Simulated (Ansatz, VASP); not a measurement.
# Two plane-wave programs on CdO

The input POSCAR:

```
CdO
1.0
    0.0000000000      2.3120028068      2.3120028068
    2.3120028068      0.0000000000      2.3120028068
    2.3120028068      2.3120028068      0.0000000000
Cd O
1 1
Direct
    0.0000000000      0.0000000000      0.0000000000
    0.5000000000      0.5000000000      0.5000000000
```

File INCAR.step1:

```
PREC = Accurate
ENCUT = 660
ISMEAR = 0
SIGMA = 0.05
LREAL = False
LASPH = True
NELM = 120
NBANDS = 16
GGA = PE
ALGO = Normal
EDIFF = 1E-5
LWAVE = True
LCHARG = False
GGA_COMPAT = False
```

File INCAR.step2:

```
PREC = Accurate
ENCUT = 660
EDIFF = 1E-6
ISMEAR = 0
SIGMA = 0.05
LREAL = False
LASPH = True
NELM = 120
ALGO = Normal
ISIF = 2
LWAVE = False
LCHARG = False
METAGGA = R2SCAN
LMIXTAU = True
LUSE_VDW = True
IVDW_NL = 2
BPARAM = 11.95
CPARAM = 0.0093
NBANDS = 16
ISTART = 1
GGA_COMPAT = False
```

The input KPOINTS:

```
Automatic mesh
0
Gamma
  8 8 8
```

Input for Ansatz:

```yaml
crystal:
  lattice:
    - [0.0, 2.3120028068, 2.3120028068]
    - [2.3120028068, 0.0, 2.3120028068]
    - [2.3120028068, 2.3120028068, 0.0]
  atoms:
    - { symbol: Cd, position: [0.0, 0.0, 0.0] }
    - { symbol: O, position: [0.5, 0.5, 0.5] }
basis:
  ecutwfc: 500
  ecutrho_ratio: 4
kpoints:
  mp_grid: { grid: [8, 8, 8] }
hamiltonian:
  xc: r2scan
  dispersion: rvv10
scf:
  occupations: { method: gaussian, width: 0.05 }
output:
  forces: true
  stress: true
  eigenvalues: true
```

Alike in both runs: task single point; functional r2SCAN; dispersion rVV10; k mesh 8 × 8 × 8; occupations gaussian, width 0.05 eV; no spin polarisation.

|  | VASP | Ansatz |
| --- | --- | --- |
| version | VASP 6.6.1 | Ansatz 0.2.0 |
| potentials or method | VASP PAW PBE potentials, release 64 (Cd, O), cutoff 660 eV | scalar-relativistic, plane waves, PAW |
| valence electrons in the cell | 18 | 26 |

Ansatz gave:

```
gap on the k mesh at the Fermi level (eV) : 0.17
least direct gap on the mesh (eV)         : 1.76
pressure (GPa)                            : 6.9
```

Q: Estimate VASP's values.

A: gap on the k mesh at the Fermi level (eV): 0.14; least direct gap on the mesh (eV): 1.70; pressure (GPa): 9.2.

VASP's potentials were made for PBE, not for r2SCAN. VASP's potentials hold 18 valence electrons a cell and Ansatz's 26, so a difference there can come from the potentials and not from the codes.
